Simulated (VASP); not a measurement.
# SiC (F-43m) in VASP: further runs

Runs on SiC. Level: PBE+D3(BJ). Tasks: single point, relaxation of cell and atoms.

Everything below comes from runs of VASP 6.6.1. Logs are shortened: lines on timing, memory, paths and dates and some standing lists are left out, and cuts for length are marked.

## 1. The cell of the first run

Symmetry: F-43m, No. 216, cubic system. The conventional cell has a = 4.349 Å, b = 4.349 Å, c = 4.349 Å, α = 90.00°, β = 90.00°, γ = 90.00°. Si (site symmetry -43m) has 4 C at 1.88 Å within 2.5 Å. Within 2.5 Å of C (site symmetry -43m) lie 4 Si at 1.88 Å.

## 2. Single point, PBE+D3(BJ)

The input, INCAR:

```
SYSTEM = SiC
PREC = Accurate
ENCUT = 520
EDIFF = 1E-6
ISMEAR = 0
SIGMA = 0.02
LREAL = .FALSE.
LASPH = .TRUE.
NELM = 80
ALGO = Normal
ISIF = 2
LWAVE = .FALSE.
LCHARG = .TRUE.
GGA = PE
IVDW = 12
LELF = .TRUE.
LVHAR = .TRUE.
NBANDS = 11
```

The input, KPOINTS:

```
Automatic mesh
0
G
  10 10 10
  0 0 0
```

The input, POSCAR:

```
SiC
1.0
    0.0000000000      2.1743568018      2.1743568018
    2.1743568018      0.0000000000      2.1743568018
    2.1743568018      2.1743568018      0.0000000000
Si C
1 1
Direct
    0.0000000000      0.0000000000      0.0000000000
    0.2500000000      0.2500000000      0.2500000000
```

Potentials or basis: VASP PAW PBE potentials, release 64 (Si, C).

The run is started by

```console
$ cat potpaw_PBE.64/Si/POTCAR potpaw_PBE.64/C/POTCAR > POTCAR
$ mpirun -np 1 vasp_std > vasp.out
```

OUTCAR:

```text
SYSTEM = SiC
   PREC = Accurate
   ENCUT = 520
   EDIFF = 1E-6
   ISMEAR = 0
   LREAL = .FALSE.
   LASPH = .TRUE.
   NELM = 80
   ISIF = 2
   GGA = PE
   IVDW = 12
 IVDW          = 12

 ion  position               nearest neighbor table
   1  0.000  0.000  0.000-   2 1.88   2 1.88   2 1.88   2 1.88
   2  0.250  0.250  0.250-   1 1.88   1 1.88   1 1.88   1 1.88

  LATTYP: Found a face centered cubic cell.
 ALAT       =     4.3487136036

  Lattice vectors:

 A1 = (   0.0000000000,   2.1743568018,   2.1743568018)
 A2 = (   2.1743568018,   0.0000000000,   2.1743568018)
 A3 = (   2.1743568018,   2.1743568018,   0.0000000000)

Analysis of symmetry for initial positions (statically):
=====================================================================
 Subroutine PRICEL returns:
 Original cell was already a primitive cell.

 Routine SETGRP: Setting up the symmetry group for a
 face centered cubic supercell.

 Subroutine GETGRP returns: Found 24 space group operations
 (whereof 24 operations were pure point group operations)
 out of a pool of 48 trial point group operations.

The static configuration has the point symmetry T_d .

Analysis of symmetry for dynamics (positions and initial velocities):
=====================================================================
 Subroutine PRICEL returns:
 Original cell was already a primitive cell.

 Routine SETGRP: Setting up the symmetry group for a
 face centered cubic supercell.

 Subroutine GETGRP returns: Found 24 space group operations
 (whereof 24 operations were pure point group operations)
 out of a pool of 48 trial point group operations.

The dynamic configuration has the point symmetry T_d .

 Subroutine INISYM returns: Found 24 space group operations
 (whereof 24 operations are pure point group operations),
 and found     1 'primitive' translations

----------------------------------------------------------------------------------------

                                     Primitive cell

  volume of cell :      20.5600

  direct lattice vectors                    reciprocal lattice vectors
     0.000000000  2.174356802  2.174356802    -0.229953060  0.229953060  0.229953060
     2.174356802  0.000000000  2.174356802     0.229953060 -0.229953060  0.229953060
     2.174356802  2.174356802  0.000000000     0.229953060  0.229953060 -0.229953060

  length of vectors
     3.075004879  3.075004879  3.075004879     0.398290383  0.398290383  0.398290383

  position of ions in fractional coordinates (direct lattice)
     0.000000000  0.000000000  0.000000000
     0.250000000  0.250000000  0.250000000

  ion indices of the primitive-cell ions
   primitive index   ion index
                 1           1
                 2           2

----------------------------------------------------------------------------------------

 KPOINTS: Automatic mesh

Automatic generation of k-mesh.
 Grid dimensions read from file:
 generate k-points for:   10   10   10

 Generating k-lattice:

  Cartesian coordinates                     Fractional coordinates (reciprocal lattice)
    -0.022995306  0.022995306  0.022995306     0.100000000  0.000000000  0.000000000
     0.022995306 -0.022995306  0.022995306     0.000000000  0.100000000  0.000000000
     0.022995306  0.022995306 -0.022995306     0.000000000  0.000000000  0.100000000

  Length of vectors
     0.039829038  0.039829038  0.039829038

  Shift w.r.t. Gamma in fractional coordinates (k-lattice)
     0.000000000  0.000000000  0.000000000

 Subroutine IBZKPT returns following result:
 ===========================================

 Found     47 irreducible k-points:

 Following reciprocal coordinates:
            Coordinates               Weight
  0.000000  0.000000  0.000000      1.000000
  0.100000  0.000000  0.000000      8.000000
  0.200000  0.000000  0.000000      8.000000
  0.300000  0.000000  0.000000      8.000000
  0.400000  0.000000  0.000000      8.000000
  0.500000  0.000000  0.000000      4.000000
[... 16 lines left out ...]
  0.300000  0.300000  0.000000      6.000000
  0.400000  0.300000  0.000000     24.000000
 [... further k-points ...]
   k-points           NKPTS =     47   k-points in BZ     NKDIM =     47   number of bands    NBANDS=     11
   number of dos      NEDOS =    301   number of ions     NIONS =      2
   total plane-waves  NPLWV =  13824
   dimension x,y,z NGX =    24 NGY =   24 NGZ =   24
   dimension x,y,z NGXF=    48 NGYF=   48 NGZF=   48
   ions per type =               1   1
   NGX,Y,Z   is equivalent  to a cutoff of  12.98, 12.98, 12.98 a.u.
   NGXF,Y,Z  is equivalent  to a cutoff of  25.95, 25.95, 25.95 a.u.
 SYSTEM =  SiC
   PREC   = accura    normal or accurate (medium, high low for compatibility)
   ISTART =      0    job   : 0-new  1-cont  2-samecut
   ICHARG =      2    charge: 1-file 2-atom 10-const
   ISPIN  =      1    spin polarized calculation?
   LNONCOLLINEAR =      F non collinear calculations
   LSORBIT =      F    spin-orbit coupling
   LASPH  =      T    aspherical Exc in radial PAW
   ENCUT  =  520.0 eV  38.22 Ry    6.18 a.u.   5.72  5.72  5.72*2*pi/ulx,y,z
   NELM   =     80;   NELMIN=  2; NELMDL= -5     # of ELM steps
   EDIFF  = 0.1E-05   stopping-criterion for ELM
   LREAL  =      F    real-space projection
   EDIFFG = 0.1E-04   stopping-criterion for IOM
   NSW    =      0    number of steps for IOM
   IBRION =     -1    ionic relax: 0-MD 1-quasi-New 2-CG
   NFREE  =      0    steps in history (QN), initial steepest desc. (CG)
   ISIF   =      2    stress and relaxation
   ISYM   =      2    0-nonsym 1-usesym 2-fastsym
   POTIM  = 0.5000    time-step for ionic-motion
   TEBEG  =    0.0;   TEEND  =   0.0 temperature during run
   PSTRESS=    0.0 pullay stress
   NELECT =       8.0000    total number of electrons
   NUPDOWN=      -1.0000    fix difference up-down
   EMIN   =  10.00;   EMAX   =-10.00  energy-range for DOS
   EFERMI =   0.00;   METHOD = LEGACY
   ISMEAR =     0;   SIGMA  =   0.02  broadening in eV -4-tet -1-fermi 0-gaus
   EFERMI_NEDOS =   21; number of points for ismear=-14 and -15
   IALGO  =     38    algorithm
   IMIX   =      4    mixing-type and parameters
     AMIX     =   0.40;   BMIX     =  1.00
     AMIX_MAG =   1.60;   BMIX_MAG =  1.00
  volume/ion in A,a.u.               =      10.28        69.37
  Fermi-wavevector in a.u.,A,eV,Ry     =   1.195173  2.258549 19.435078  1.428438
  Thomas-Fermi vector in A             =   2.331145
   LORBIT       =      0    0 simple, 1 ext, 2 COOP (PROOUT), +10 PAW based schemes
   GGA     = PE    functional components
   LHFCALC =     F    Hartree Fock is set to
   AEXX    =    0.0000 exact exchange contribution
   IVDW    =    12    specifies the selected vdW correction
   LEPSILON=     F    determine dielectric tensor
   LRPA    =     F    only Hartree local field effects (RPA)
 non-spin polarized calculation
 Gauss-broadening in eV      SIGMA  =   0.02
  energy-cutoff  :      520.00
  volume of cell :       20.56
 maximum number of plane-waves:       568
   NGX = 11   NGY = 11   NGZ = 11

 number of electron       8.0000001 magnetization

 Free energy of the ion-electron system (eV)
  ---------------------------------------------------
  ext. energy  EPLUGINS =         0.00000000
  ---------------------------------------------------
  free energy    TOTEN  =       -15.05443171 eV

  energy without entropy =      -15.05443171  energy(sigma->0) =      -15.05443171

 E-fermi :   8.2674     XC(G=0): -11.3843

 val. band max:        8.1789417166   @ k =   0.0000   0.0000   0.0000
 cond. band min:       9.5297932853   @ k =   0.5000   0.5000   0.0000
 fundamental gap:      1.3508515687
 Fermi energy:         8.2673760717

 k-point     1 :       0.0000    0.0000    0.0000
  band No.  band energies     occupation
      1      -7.2747      2.00000
      2       8.1789      2.00000
      3       8.1789      2.00000
      4       8.1789      2.00000
      5      14.4879      0.00000
      6      15.5309      0.00000
      7      15.5309      0.00000
      8      15.5309      0.00000
      9      22.7230      0.00000
     10      22.7230      0.00000
     11      24.7590      0.00000

 k-point     2 :       0.1000    0.0000    0.0000
  band No.  band energies     occupation
      1      -7.0783      2.00000
      2       7.1697      2.00000
      3       8.0451      2.00000
      4       8.0451      2.00000
      5      14.7394      0.00000
      6      15.7751      0.00000
      7      15.7751      0.00000
      8      15.8144      0.00000
      9      21.7713      0.00000
     10      21.7713      0.00000
     11      24.5191      0.00000

 k-point     3 :       0.2000    0.0000    0.0000
  band No.  band energies     occupation
      1      -6.4979      2.00000
      2       5.0446      2.00000
      3       7.7380      2.00000
      4       7.7380      2.00000
      5      14.4411      0.00000
      6      16.1330      0.00000
      7      16.1330      0.00000
      8      17.0220      0.00000
      9      21.1061      0.00000
     10      21.1061      0.00000
     11      23.6270      0.00000

 k-point     4 :       0.3000    0.0000    0.0000
  band No.  band energies     occupation
      1      -5.5690      2.00000
      2       2.7232      2.00000
      3       7.4216      2.00000
      4       7.4216      2.00000
      5      14.0317      0.00000
      6      15.9866      0.00000
      7      15.9866      0.00000
      8      17.9863      0.00000
      9      21.9380      0.00000
     10      21.9380      0.00000
     11      23.3730      0.00000
[... 239 lines left out ...]
 k-point    22 :      -0.2000    0.2000    0.0000
  band No.  band energies     occupation
      1      -5.2574      2.00000
      2       3.3690      2.00000
      3       4.9502      2.00000
      4       7.5318      2.00000
      5      14.7738      0.00000
      6      16.2401      0.00000
      7      16.5994      0.00000
      8      17.3935      0.00000
      9      19.7331      0.00000
     10      23.6683      0.00000
     11      27.4092      0.00000

 k-point    23 :       0.3000    0.3000    0.0000
  band No.  band energies     occupation
      1      -4.9904      2.00000
      2       3.8193      2.00000
      3       5.8078      2.00000
      4       5.8078      2.00000
      5      11.3573      0.00000
      6      13.8167      0.00000
      7      19.7764      0.00000
      8      19.7764      0.00000
      9      20.6680      0.00000
     10      25.3198      0.00000
     11      29.9369      0.00000

 k-point    24 :       0.4000    0.3000    0.0000
  band No.  band energies     occupation
      1      -4.1167      2.00000
      2       2.5918      2.00000
      3       5.0151      2.00000
      4       5.5445      2.00000
      5      11.0535      0.00000
      6      13.8301      0.00000
      7      19.8702      0.00000
      8      20.1722      0.00000
      9      22.0234      0.00000
     10      26.3153      0.00000
     11      29.5381      0.00000

 [... further k-points ...]

------------------------ aborting loop because EDIFF is reached ----------------------------------------

 Edisp (eV)   -0.60610

 E8    (eV) :    -0.2278

  FORCE on cell =-STRESS in cart. coord.  units (eV):
  Direction    XX          YY          ZZ          XY          YZ          ZX
  --------------------------------------------------------------------------------------
  -------------------------------------------------------------------------------------
  Total      -0.00716    -0.00716    -0.00716     0.00000     0.00000    -0.00000
  in kB      -0.55819    -0.55819    -0.55819     0.00000     0.00000    -0.00000
  external pressure =       -0.56 kB  Pullay stress =        0.00 kB

 VOLUME and BASIS-vectors are now :
 -----------------------------------------------------------------------------
  energy-cutoff  :      520.00
  volume of cell :       20.56
      direct lattice vectors                 reciprocal lattice vectors
     0.000000000  2.174356802  2.174356802    -0.229953060  0.229953060  0.229953060
     2.174356802  0.000000000  2.174356802     0.229953060 -0.229953060  0.229953060
     2.174356802  2.174356802  0.000000000     0.229953060  0.229953060 -0.229953060

 POSITION                                       TOTAL-FORCE (eV/Angst)
 -----------------------------------------------------------------------------------
      0.00000      0.00000      0.00000         0.000000      0.000000      0.000000
      1.08718      1.08718      1.08718        -0.000000     -0.000000     -0.000000
 -----------------------------------------------------------------------------------
    total drift:                                0.000000      0.000000      0.000000

  FREE ENERGIE OF THE ION-ELECTRON SYSTEM (eV)
  ---------------------------------------------------
  free  energy   TOTEN  =       -15.6605270082 eV

  energy  without entropy=      -15.6605270082  energy(sigma->0) =      -15.66052701
```

It took 8.1 s on 1 thread of Intel Xeon 8259CL, shared host; peak memory 0.15 GiB.

Results:

```yaml
Free_energy: -15.6605 eV
Pressure: -0.1 GPa
Band_gap_on_the_k_mesh: 1.35 eV, indirect (least direct gap 4.55 eV)
Dispersion_energy_per_atom: -0.303 eV
```

Levels at points of the mesh, in eV from the valence-band top:
```tsv
k point	band 1	band 2	band 3	band 4	band 5	band 6	band 7	band 8	band 9
(0.00, 0.00, 0.00)	-15.45	0.00	0.00	0.00	6.31	7.35	7.35	7.35	14.54
(0.50, 0.00, 0.00)	-11.86	-8.57	-1.05	-1.05	5.49	7.25	7.25	10.09	16.28
(0.50, 0.50, 0.00)	-10.41	-7.81	-3.20	-3.20	1.35	4.34	14.11	14.11	14.87
```

A k mesh can miss the band edges. Expect the measured gap to be larger: semilocal functionals such as PBE lack the derivative discontinuity.

## 3. Relaxation of cell and atoms, PBE+D3(BJ)

This run uses another cell than the first one, of 10.50 Å³/atom, 1.022 times its volume.

The input, INCAR:

```
SYSTEM = SiC
  PREC = Accurate
  ENCUT = 600
  EDIFF = 1E-6
  ISMEAR = 0
  SIGMA = 0.02
  LREAL = .False.
  LASPH = .True.
  NELM = 80
  ALGO = Normal
  ISIF = 3
  LWAVE = .False.
  LCHARG = .False.
  GGA = PE
  IVDW = 12
  IBRION = 2
  NSW = 70
  EDIFFG = -0.005
```

The input, KPOINTS:

```
regular mesh
0
Gamma
  10 10 10
  0 0 0
```

The input, POSCAR:

```
SiC
1.0
    0.0000000000      2.1898675894      2.1898675894
    2.1898675894      0.0000000000      2.1898675894
    2.1898675894      2.1898675894      0.0000000000
Si C
1 1
Direct
    0.0000000000      0.0000000000      0.0000000000
    0.2500000000      0.2500000000      0.2500000000
```

Potentials or basis: VASP PAW PBE potentials, release 64 (Si, C).

The run is started by

```console
$ cat potpaw_PBE.64/Si/POTCAR potpaw_PBE.64/C/POTCAR > POTCAR
$ mpirun -np 1 vasp_std > vasp.out
```

It took 31 s on 1 thread of Intel Xeon 8259CL, shared host; peak memory 0.17 GiB.

It converged, with:

```
Free energy                            : -15.6624 eV
Relaxed volume                         : 10.27 Å³/atom
Relaxed cell                           : a = 3.074 Å, b = 3.074 Å, c = 3.074 Å, α = 60.00°, β = 60.00°, γ = 60.00°
Space group after relaxing (to 0.05 Å) : F-43m (No. 216)
Energy gained by relaxing              : 3.5 meV/atom
Ionic steps                            : 3
Pressure after relaxing                : 0.0 GPa
Band gap on the k mesh                 : 1.35 eV, indirect (least direct gap 4.55 eV)
Dispersion energy per atom             : -0.303 eV
```

The path:
```tsv
step	energy change (eV)	largest force (eV/Å)	pressure (GPa)	volume (Å³)
1	0.0000	0.0000	-4.70	21.00
2	0.0004	0.0000	5.23	20.08
3	-0.0070	0.0000	-0.01	20.54
```

Final structure:
```xyz
2
Lattice="0.0000 2.1737 2.1737 2.1737 0.0000 2.1737 2.1737 2.1737 0.0000" Properties=species:S:1:pos:R:3 pbc="T T T"
Si    0.0000    0.0000    0.0000
C     1.0868    1.0868    1.0868
```

Levels at points of the mesh, in eV from the valence-band top:
```
           k point  band 2  band 3  band 4  band 5  band 6  band 7
(0.00, 0.00, 0.00)    0.00    0.00    0.00    6.32    7.36    7.36
(0.50, 0.00, 0.00)   -8.57   -1.05   -1.05    5.50    7.26    7.26
(0.50, 0.50, 0.00)   -7.82   -3.20   -3.20    1.35    4.35   14.12
```

A k mesh can miss the band edges.
